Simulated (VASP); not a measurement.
# CO2 (P4_2/mnm) in VASP: single point with PBEsol

Aim: the single point of CO2 with PBEsol.

All numbers are computed with VASP 6.6.1; they aren't measurements. Logs are shortened: lines on timing, memory, paths and dates and some standing lists are left out, and cuts for length are marked.

## Step 1: The cell of the first run

The structure is tetragonal, space group P4_2/mnm (No. 136). Conventional cell: a = 3.516 Å, b = 3.516 Å, c = 4.104 Å, α = 90.00°, β = 90.00°, γ = 90.00°. C (site symmetry mmm) has 2 O at 1.14 Å within 1.5 Å. Within 1.5 Å of O (site symmetry m2m) lie 1 C at 1.14 Å.

## Step 2: Single point, PBEsol

File INCAR:

```
PREC = Accurate ; ENCUT = 520
EDIFF = 1E-6 ; ISMEAR = -1
SIGMA = 0.15 ; LREAL = F
LASPH = T ; NELM = 80
ALGO = Normal ; ISIF = 2
LWAVE = F ; LCHARG = F
GGA = PS ; NBANDS = 25
```

File KPOINTS:

```
regular mesh
0
Gamma
  5 5 4
```

File POSCAR:

```
CO2
1.0
    3.5161000000      0.0000000000      0.0000000000
    0.0000000000      3.5161000000      0.0000000000
    0.0000000000      0.0000000000      4.1043000000
C O
2 4
Direct
    0.0000000000      0.0000000000      0.0000000000
    0.5000000000      0.5000000000      0.5000000000
    0.2300000000      0.2300000000      0.0000000000
    0.2700000000      0.7300000000      0.5000000000
    0.7700000000      0.7700000000      0.0000000000
    0.7300000000      0.2700000000      0.5000000000
```

Potentials or basis: VASP PAW PBE potentials, release 64 (C, O).

Run with:

```bash
$ cat potpaw_PBE.64/C/POTCAR potpaw_PBE.64/O/POTCAR > POTCAR
$ mpirun -np 1 vasp_std > vasp.out
```

OUTCAR:

```text
PREC = Accurate
   ENCUT = 520
   EDIFF = 1E-6
   ISMEAR = -1
   LREAL = F
   LASPH = T
   NELM = 80
   ISIF = 2
   GGA = PS

 ion  position               nearest neighbor table
   1  0.000  0.000  0.000-   3 1.14   5 1.14
   2  0.500  0.500  0.500-   4 1.14   6 1.14
   3  0.230  0.230  0.000-   1 1.14
   4  0.270  0.730  0.500-   2 1.14
   5  0.770  0.770  0.000-   1 1.14
   6  0.730  0.270  0.500-   2 1.14

  LATTYP: Found a simple tetragonal cell.
 ALAT       =     3.5161000000
 C/A-ratio  =     1.1672876198

  Lattice vectors:

 A1 = (   3.5161000000,   0.0000000000,   0.0000000000)
 A2 = (   0.0000000000,   3.5161000000,   0.0000000000)
 A3 = (   0.0000000000,   0.0000000000,   4.1043000000)

Analysis of symmetry for initial positions (statically):
=====================================================================
 Subroutine PRICEL returns:
 Original cell was already a primitive cell.

 Routine SETGRP: Setting up the symmetry group for a
 simple tetragonal supercell.

 Subroutine GETGRP returns: Found 16 space group operations
 (whereof  8 operations were pure point group operations)
 out of a pool of 16 trial point group operations.

The static configuration has the point symmetry D_2h.
 The point group associated with its full space group is D_4h.

Analysis of symmetry for dynamics (positions and initial velocities):
=====================================================================
 Subroutine PRICEL returns:
 Original cell was already a primitive cell.

 Routine SETGRP: Setting up the symmetry group for a
 simple tetragonal supercell.

 Subroutine GETGRP returns: Found 16 space group operations
 (whereof  8 operations were pure point group operations)
 out of a pool of 16 trial point group operations.

The dynamic configuration has the point symmetry D_2h.
 The point group associated with its full space group is D_4h.

 Subroutine INISYM returns: Found 16 space group operations
 (whereof  8 operations are pure point group operations),
 and found     1 'primitive' translations

----------------------------------------------------------------------------------------

                                     Primitive cell

  volume of cell :      50.7413

  direct lattice vectors                    reciprocal lattice vectors
     3.516100000  0.000000000  0.000000000     0.284406018  0.000000000  0.000000000
     0.000000000  3.516100000  0.000000000     0.000000000  0.284406018  0.000000000
     0.000000000  0.000000000  4.104300000     0.000000000  0.000000000  0.243646907

  length of vectors
     3.516100000  3.516100000  4.104300000     0.284406018  0.284406018  0.243646907

  position of ions in fractional coordinates (direct lattice)
     0.000000000  0.000000000  0.000000000
     0.500000000  0.500000000  0.500000000
     0.230000000  0.230000000  0.000000000
     0.270000000  0.730000000  0.500000000
     0.770000000  0.770000000  0.000000000
     0.730000000  0.270000000  0.500000000

  ion indices of the primitive-cell ions
   primitive index   ion index
                 1           1
                 2           2
                 3           3
                 4           4
                 5           5
                 6           6

----------------------------------------------------------------------------------------

 KPOINTS: regular mesh

Automatic generation of k-mesh.
 Grid dimensions read from file:
 generate k-points for:    5    5    4

 Generating k-lattice:

  Cartesian coordinates                     Fractional coordinates (reciprocal lattice)
     0.056881204  0.000000000  0.000000000     0.200000000  0.000000000  0.000000000
     0.000000000  0.056881204  0.000000000     0.000000000  0.200000000  0.000000000
     0.000000000  0.000000000  0.060911727     0.000000000  0.000000000  0.250000000

  Length of vectors
     0.056881204  0.056881204  0.060911727

  Shift w.r.t. Gamma in fractional coordinates (k-lattice)
     0.000000000  0.000000000  0.000000000

 Subroutine IBZKPT returns following result:
 ===========================================

 Found     18 irreducible k-points:

 Following reciprocal coordinates:
            Coordinates               Weight
  0.000000  0.000000  0.000000      1.000000
  0.200000  0.000000  0.000000      4.000000
  0.400000  0.000000  0.000000      4.000000
  0.200000  0.200000  0.000000      4.000000
  0.400000  0.200000  0.000000      8.000000
  0.400000  0.400000  0.000000      4.000000
[... 10 lines left out ...]
  0.400000  0.200000  0.500000      8.000000
  0.400000  0.400000  0.500000      4.000000
   k-points           NKPTS =     18   k-points in BZ     NKDIM =     18   number of bands    NBANDS=     25
   number of dos      NEDOS =    301   number of ions     NIONS =      6
   total plane-waves  NPLWV =  25088
   dimension x,y,z NGX =    28 NGY =   28 NGZ =   32
   dimension x,y,z NGXF=    56 NGYF=   56 NGZF=   64
   ions per type =               2   4
   NGX,Y,Z   is equivalent  to a cutoff of  13.24, 13.24, 12.96 a.u.
   NGXF,Y,Z  is equivalent  to a cutoff of  26.48, 26.48, 25.92 a.u.
 SYSTEM =  unknown system
   PREC   = accura    normal or accurate (medium, high low for compatibility)
   ISTART =      0    job   : 0-new  1-cont  2-samecut
   ICHARG =      2    charge: 1-file 2-atom 10-const
   ISPIN  =      1    spin polarized calculation?
   LNONCOLLINEAR =      F non collinear calculations
   LSORBIT =      F    spin-orbit coupling
   LASPH  =      T    aspherical Exc in radial PAW
   ENCUT  =  520.0 eV  38.22 Ry    6.18 a.u.   6.54  6.54  7.63*2*pi/ulx,y,z
   NELM   =     80;   NELMIN=  2; NELMDL= -5     # of ELM steps
   EDIFF  = 0.1E-05   stopping-criterion for ELM
   LREAL  =      F    real-space projection
   EDIFFG = 0.1E-04   stopping-criterion for IOM
   NSW    =      0    number of steps for IOM
   IBRION =     -1    ionic relax: 0-MD 1-quasi-New 2-CG
   NFREE  =      0    steps in history (QN), initial steepest desc. (CG)
   ISIF   =      2    stress and relaxation
   ISYM   =      2    0-nonsym 1-usesym 2-fastsym
   POTIM  = 0.5000    time-step for ionic-motion
   TEBEG  =    0.0;   TEEND  =   0.0 temperature during run
   PSTRESS=    0.0 pullay stress
   NELECT =      32.0000    total number of electrons
   NUPDOWN=      -1.0000    fix difference up-down
   EMIN   =  10.00;   EMAX   =-10.00  energy-range for DOS
   EFERMI =   0.00;   METHOD = LEGACY
   ISMEAR =    -1;   SIGMA  =   0.15  broadening in eV -4-tet -1-fermi 0-gaus
   EFERMI_NEDOS =   21; number of points for ismear=-14 and -15
   IALGO  =     38    algorithm
   IMIX   =      4    mixing-type and parameters
     AMIX     =   0.40;   BMIX     =  1.00
     AMIX_MAG =   1.60;   BMIX_MAG =  1.00
  volume/ion in A,a.u.               =       8.46        57.07
  Fermi-wavevector in a.u.,A,eV,Ry     =   1.403905  2.652995 26.816383  1.970949
  Thomas-Fermi vector in A             =   2.526520
   LORBIT       =      0    0 simple, 1 ext, 2 COOP (PROOUT), +10 PAW based schemes
   GGA     = PS    functional components
   LHFCALC =     F    Hartree Fock is set to
   AEXX    =    0.0000 exact exchange contribution
   IVDW    =     0    specifies the selected vdW correction
   LEPSILON=     F    determine dielectric tensor
   LRPA    =     F    only Hartree local field effects (RPA)
 non-spin polarized calculation
  energy-cutoff  :      520.00
  volume of cell :       50.74
 maximum number of plane-waves:      1395
 NGX is ok and might be reduce to    28
   NGX = 13   NGY = 13   NGZ = 15

 number of electron      32.0000018 magnetization

 Free energy of the ion-electron system (eV)
  ---------------------------------------------------
  ext. energy  EPLUGINS =         0.00000000
  ---------------------------------------------------
  free energy    TOTEN  =       -46.00240721 eV

  energy without entropy =      -46.00240721  energy(sigma->0) =      -46.00240721

 E-fermi :   4.3627     XC(G=0): -11.0929

 val. band max:        1.2232345247   @ k =   0.4000   0.4000   0.0000
 cond. band min:       7.1878884259   @ k =   0.0000   0.0000   0.0000
 fundamental gap:      5.9646539012
 Fermi energy:         4.3627303890

 k-point     1 :       0.0000    0.0000    0.0000
  band No.  band energies     occupation
      1     -21.4852      2.00000
      2     -20.1533      2.00000
      3     -19.3209      2.00000
      4     -19.3209      2.00000
      5      -6.2665      2.00000
      6      -6.0086      2.00000
[... 17 lines left out ...]
     24      18.2423      0.00000
     25      18.7460      0.00000

 k-point     2 :       0.2000    0.0000    0.0000
  band No.  band energies     occupation
      1     -21.3304      2.00000
      2     -20.1889      2.00000
      3     -19.4135      2.00000
      4     -19.3488      2.00000
      5      -5.9716      2.00000
      6      -5.8349      2.00000
[... 17 lines left out ...]
     24      18.1219      0.00000
     25      18.7803      0.00000

 k-point     3 :       0.4000    0.0000    0.0000
  band No.  band energies     occupation
      1     -20.9214      2.00000
      2     -20.4454      2.00000
      3     -19.4910      2.00000
      4     -19.4246      2.00000
      5      -5.3469      2.00000
      6      -5.2765      2.00000
[... 384 lines left out ...]
 k-point    17 :       0.4000    0.2000    0.5000
  band No.  band energies     occupation
      1     -20.5095      2.00000
      2     -20.5054      2.00000
      3     -19.6132      2.00000
      4     -19.6107      2.00000
      5      -6.7875      2.00000
      6      -6.3403      2.00000
[... 17 lines left out ...]
     24      17.7307      0.00000
     25      18.5594      0.00000

 k-point    18 :       0.4000    0.4000    0.5000
  band No.  band energies     occupation
      1     -20.3680      2.00000
      2     -20.3647      2.00000
      3     -19.7075      2.00000
      4     -19.7050      2.00000
      5      -6.8937      2.00000
      6      -6.5697      2.00000
[... 17 lines left out ...]
     24      16.5094      0.00000
     25      18.3748      0.00000

------------------------ aborting loop because EDIFF is reached ----------------------------------------

  FORCE on cell =-STRESS in cart. coord.  units (eV):
  Direction    XX          YY          ZZ          XY          YZ          ZX
  --------------------------------------------------------------------------------------
  -------------------------------------------------------------------------------------
  Total       13.0062804     13.0062804      6.6581787      0.0000000      0.0000000      0.0000000
  in kB      410.6786821    410.6786821    210.2347459      0.0000000      0.0000000      0.0000000
  external PRESSURE =     343.8640367 kB  Pullay stress =       0.0000000 kB

 VOLUME and BASIS-vectors are now :
 -----------------------------------------------------------------------------
  energy-cutoff  :      520.00
  volume of cell :       50.74
      direct lattice vectors                 reciprocal lattice vectors
     3.516100000  0.000000000  0.000000000     0.284406018  0.000000000  0.000000000
     0.000000000  3.516100000  0.000000000     0.000000000  0.284406018  0.000000000
     0.000000000  0.000000000  4.104300000     0.000000000  0.000000000  0.243646907

 POSITION                                       TOTAL-FORCE (eV/Angst)
 -----------------------------------------------------------------------------------
      0.00000      0.00000      0.00000         0.000000      0.000000      0.000000
      1.75805      1.75805      2.05215         0.000000      0.000000      0.000000
      0.80870      0.80870      0.00000         1.786157      1.786157      0.000000
      0.94935      2.56675      2.05215        -1.786157      1.786157      0.000000
      2.70740      2.70740      0.00000        -1.786157     -1.786157     -0.000000
      2.56675      0.94935      2.05215         1.786157     -1.786157      0.000000
 -----------------------------------------------------------------------------------
    total drift:                                0.000000     -0.000000      0.000000

  FREE ENERGIE OF THE ION-ELECTRON SYSTEM (eV)
  ---------------------------------------------------
  free  energy   TOTEN  =       -46.0024072147 eV

  energy  without entropy=      -46.0024072126  energy(sigma->0) =      -46.00240721
```

Wall time 9.7 s (1 thread of Intel Xeon 6975P-C (Granite Rapids), shared host); peak memory 0.16 GiB.

Results:

```
Free energy            : -46.0024 eV
Pressure               : 34.4 GPa
Largest force          : 2.526 eV/Å
Band gap on the k mesh : 5.96 eV, indirect (least direct gap 6.78 eV)
```

Forces in eV/Å, atoms in the order of the input:
```
C    0.000  0.000  0.000
C    0.000  0.000  0.000
O    1.786  1.786  0.000
O   -1.786  1.786  0.000
O   -1.786 -1.786  0.000
O    1.786 -1.786  0.000
```

Stress tensor (GPa, compression positive):
```
41.07  0.00  0.00
 0.00 41.07  0.00
 0.00  0.00 21.02
```

Caveat: the PAW data sets were made with another functional, which shifts forces and pressure a little. PBEsol gaps usually lie below the measured ones, often by a third to a half.
